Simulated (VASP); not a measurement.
# Pt in VASP: a series of runs, part 2 of 2

VASP 6.6.1.

### 3 Single point, r2SCAN

This run uses another cell than the first one, of 14.98 Å³/atom, 1.006 times its volume.

The input, POSCAR:

```
Pt
1.0
    3.8101767381      0.0000000000      0.0015064543
    0.0000000000      3.8101770359      0.0000000000
   -1.9042774243      0.0000000000      2.0624830310
Pt
2
Direct
    0.0000000000      0.0000000000      0.0000000000
    0.5000000000      0.5000000000      0.0000000000
```

The input, INCAR.step1:

```
SYSTEM = Pt
  PREC = Accurate
  ENCUT = 520
  ISMEAR = 0
  SIGMA = 0.1
  LREAL = .FALSE.
  LASPH = .TRUE.
  NELM = 60
  ISYM = 0
  NBANDS = 17
  GGA = PE
  ALGO = Normal
  EDIFF = 1E-4
  LWAVE = .TRUE.
  LCHARG = .FALSE.
```

The input, INCAR.step2:

```
SYSTEM = Pt
  PREC = Accurate
  ENCUT = 520
  EDIFF = 1E-6
  ISMEAR = 0
  SIGMA = 0.1
  LREAL = .FALSE.
  LASPH = .TRUE.
  NELM = 60
  ALGO = Normal
  ISIF = 2
  LWAVE = .FALSE.
  LCHARG = .FALSE.
  METAGGA = R2SCAN
  LMIXTAU = .TRUE.
  ISYM = 0
  NBANDS = 17
  ISTART = 1
```

The input, KPOINTS:

```
Automatic mesh
0
G
  9 9 17
  0 0 0
```

Potentials or basis: VASP PAW PBE potentials, release 64 (Pt).

On the command line:

```
$ cat potpaw_PBE.64/Pt/POTCAR > POTCAR
$ cp INCAR.step1 INCAR
$ mpirun -np 1 vasp_std > vasp.out
$ cp INCAR.step2 INCAR
$ mpirun -np 1 vasp_std > vasp.out
```

OUTCAR:

```text
SYSTEM = Pt
   PREC = Accurate
   ENCUT = 520
   EDIFF = 1E-6
   ISMEAR = 0
   LREAL = .FALSE.
   LASPH = .TRUE.
   NELM = 60
   ISIF = 2
   METAGGA = R2SCAN
   ISYM = 0
   ISTART = 1

 ion  position               nearest neighbor table
   1  0.000  0.000  0.000-   2 2.69   2 2.69   2 2.69   2 2.69   2 2.81   2 2.81   2 2.81   2 2.81

   2  0.500  0.500  0.000-   1 2.69   1 2.69   1 2.69   1 2.69   1 2.81   1 2.81   1 2.81   1 2.81

IMPORTANT INFORMATION: All symmetrisations will be switched off!
NOSYMM: (Re-)initialisation of all symmetry stuff for point group C_1.

----------------------------------------------------------------------------------------

                                     Primitive cell

  volume of cell :      29.9529

  direct lattice vectors                    reciprocal lattice vectors
     3.810176738  0.000000000  0.001506454     0.262359243  0.000000000  0.242234615
     0.000000000  3.810177036  0.000000000     0.000000000  0.262454996  0.000000000
    -1.904277424  0.000000000  2.062483031    -0.000191629  0.000000000  0.484675544

  length of vectors
     3.810177036  3.810177036  2.807153142     0.357085398  0.262454996  0.484675582

  position of ions in fractional coordinates (direct lattice)
     0.000000000  0.000000000  0.000000000
     0.500000000  0.500000000  0.000000000

  ion indices of the primitive-cell ions
   primitive index   ion index
                 1           1
                 2           2

----------------------------------------------------------------------------------------

 KPOINTS: Automatic mesh

Automatic generation of k-mesh.
 Grid dimensions read from file:
 generate k-points for:    9    9   17

 Generating k-lattice:

  Cartesian coordinates                     Fractional coordinates (reciprocal lattice)
     0.029151027  0.000000000  0.026914957     0.111111111  0.000000000  0.000000000
     0.000000000  0.029161666  0.000000000     0.000000000  0.111111111  0.000000000
[... 77 lines left out ...]
     AMIX     =   0.40;   BMIX     =  1.00
     AMIX_MAG =   1.60;   BMIX_MAG =  1.00
  volume/ion in A,a.u.               =      14.98       101.07
  Fermi-wavevector in a.u.,A,eV,Ry     =   1.430886  2.703983 27.857050  2.047435
  Thomas-Fermi vector in A             =   2.550683
   LORBIT       =      0    0 simple, 1 ext, 2 COOP (PROOUT), +10 PAW based schemes
   METAGGA = R2SCAN    functional components
   LHFCALC =     F    Hartree Fock is set to
   AEXX    =    0.0000 exact exchange contribution
   IVDW    =     0    specifies the selected vdW correction
   LEPSILON=     F    determine dielectric tensor
   LRPA    =     F    only Hartree local field effects (RPA)
 non-spin polarized calculation
 Gauss-broadening in eV      SIGMA  =   0.10
  energy-cutoff  :      520.00
  volume of cell :       29.95
 maximum number of plane-waves:       819
   NGX = 15   NGY = 15   NGZ = 11

 number of electron      19.9999998 magnetization

 Free energy of the ion-electron system (eV)
  ---------------------------------------------------
  ext. energy  EPLUGINS =         0.00000000
  ---------------------------------------------------
  free energy    TOTEN  =      -102.94428419 eV

  energy without entropy =     -102.92594147  energy(sigma->0) =     -102.93511283

 E-fermi :  11.1228     XC(G=0): -14.6784

 val. band max:       11.1169988778   @ k =  -0.3333   0.2222   0.0588
 cond. band min:      11.1248522733   @ k =   0.1111   0.3333   0.4706
 fundamental gap:      0.0078533955
 Fermi energy:        11.1228087715

 k-point     1 :       0.0000    0.0000    0.0000
  band No.  band energies     occupation
      1       0.5784      2.00000
      2       3.8042      2.00000
      3       4.2603      2.00000
      4       6.5560      2.00000
      5       7.5638      2.00000
      6       7.5642      2.00000
[... 457 lines left out ...]
      4       6.5588      2.00000
      5       7.5258      2.00000
      6       8.1770      2.00000
[... 9 lines left out ...]
     16      29.0017      0.00000
     17      30.0230      0.00000

 [... further k-points ...]

------------------------ aborting loop because EDIFF is reached ----------------------------------------

  FORCE on cell =-STRESS in cart. coord.  units (eV):
  Direction    XX          YY          ZZ          XY          YZ          ZX
  --------------------------------------------------------------------------------------
  -------------------------------------------------------------------------------------
  Total        2.1214552      2.1207672      0.1245307      0.0000000      0.0000000      0.0085158
  in kB      113.4763303    113.4395304      6.6611267      0.0000005      0.0000022      0.4555071
  external PRESSURE =      77.8589958 kB  Pullay stress =       0.0000000 kB

 VOLUME and BASIS-vectors are now :
 -----------------------------------------------------------------------------
  energy-cutoff  :      520.00
  volume of cell :       29.95
      direct lattice vectors                 reciprocal lattice vectors
     3.810176738  0.000000000  0.001506454     0.262359243  0.000000000  0.242234615
     0.000000000  3.810177036  0.000000000     0.000000000  0.262454996  0.000000000
    -1.904277424  0.000000000  2.062483031    -0.000191629  0.000000000  0.484675544

 POSITION                                       TOTAL-FORCE (eV/Angst)
 -----------------------------------------------------------------------------------
      0.00000      0.00000      0.00000        -0.000000     -0.000000      0.000000
      1.90509      1.90509      0.00075         0.000000      0.000000     -0.000000
 -----------------------------------------------------------------------------------
    total drift:                                0.000000     -0.000000      0.000000

  FREE ENERGIE OF THE ION-ELECTRON SYSTEM (eV)
  ---------------------------------------------------
  free  energy   TOTEN  =      -102.9442841881 eV

  energy  without entropy=     -102.9259414734  energy(sigma->0) =     -102.93511283
```

OSZICAR.step1:

```text
N       E                     dE             d eps       ncg     rms          rms(c)
DAV:   1     0.104261644457E+03    0.10426E+03   -0.10292E+04 23890   0.112E+03
DAV:   2    -0.109408729969E+02   -0.11520E+03   -0.10953E+03 25343   0.248E+02
DAV:   3    -0.128352960881E+02   -0.18944E+01   -0.18689E+01 28801   0.317E+01
DAV:   4    -0.128452888014E+02   -0.99927E-02   -0.99911E-02 27488   0.244E+00
DAV:   5    -0.128453837812E+02   -0.94980E-04   -0.94979E-04 29074   0.244E-01    0.187E+01
DAV:   6    -0.121927696210E+02    0.65261E+00   -0.96730E-01 24848   0.881E+00    0.992E+00
DAV:   7    -0.121155018762E+02    0.77268E-01   -0.20925E-01 27416   0.408E+00    0.307E+00
DAV:   8    -0.121082394569E+02    0.72624E-02   -0.21178E-02 25966   0.119E+00    0.769E-01
DAV:   9    -0.121078782063E+02    0.36125E-03   -0.29231E-04 26676   0.144E-01    0.386E-02
DAV:  10    -0.121078888000E+02   -0.10594E-04   -0.60033E-06 12894   0.199E-02
   1 F= -.12107889E+02 E0= -.12098441E+02  d E =-.188955E-01
```

Run time: 26 min. Hardware: 1 thread of Oxide Virtual Turin-like, shared host; peak memory 0.36 GiB.

Results:

* Free energy: -102.9443 eV
* Pressure: 7.8 GPa
* Band gap on the k mesh: zero (band 10 reaches 11.86 eV, above the bottom of band 11 at 9.80 eV)

Stress tensor (GPa, compression positive):
```
11.35  0.00  0.05
 0.00 11.34  0.00
 0.05  0.00  0.67
```

Caveat: the PAW data sets were made with another functional, which shifts forces and pressure a little; spin-orbit coupling is left out, which moves the levels of the heavy elements.
